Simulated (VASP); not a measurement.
Input of a VASP 6.6.1 run:

File POSCAR:

```
In
1.0
    2.5967739781     -4.3407518174      0.0000000000
    2.5967739781      4.3407518174      0.0000000000
    0.0000000000      0.0000000000      5.1408630019
In
4
Direct
    0.1585046424      0.8414953576      0.0844556457
    0.6585046424      0.3414953576      0.4155443543
    0.8414953576      0.1585046424      0.9155443543
    0.3414953576      0.6585046424      0.5844556457
```

File INCAR.step1:

```
SYSTEM = In
ALGO = Normal
EDIFF = 1E-4
ENCUT = 520
GGA = PE
ISMEAR = 0
LASPH = .TRUE.
LCHARG = .FALSE.
LREAL = .FALSE.
LWAVE = .TRUE.
NBANDS = 34
NELM = 100
PREC = Accurate
SIGMA = 0.1
```

File INCAR.step2:

```
SYSTEM = In
ALGO = Normal
EDIFF = 1E-7
ENCUT = 520
ISIF = 2
ISMEAR = 0
ISTART = 1
LASPH = .TRUE.
LCHARG = .TRUE.
LELF = .TRUE.
LMIXTAU = .TRUE.
LREAL = .FALSE.
LVHAR = .TRUE.
LWAVE = .FALSE.
METAGGA = R2SCAN
NBANDS = 34
NELM = 100
PREC = Accurate
SIGMA = 0.1
```

The input KPOINTS:

```
k-points
0
G
  4 4 4
  0 0 0
```

Potentials or basis: VASP PAW PBE potentials, release 64 (In_d).

Command:

```console
$ cat potpaw_PBE.64/In_d/POTCAR > POTCAR
$ cp INCAR.step1 INCAR
$ mpirun -np 1 vasp_std > vasp.out
$ cp INCAR.step2 INCAR
$ mpirun -np 1 vasp_std > vasp.out
```

Task: What does it give for the largest force?

Result: 0.038 eV/Å.

Task: Predict the band gap on the k mesh.

Result: Zero (band 26 reaches 6.55 eV, above the bottom of band 27 at 5.36 eV).

Stress tensor (GPa, compression positive):
```
 0.06  0.00  0.00
 0.00 -0.14  0.00
 0.00  0.00  0.06
```

Caveat: the PAW data sets were made with another functional, which shifts forces and pressure a little; spin-orbit coupling is left out, which moves the levels of the heavy elements.
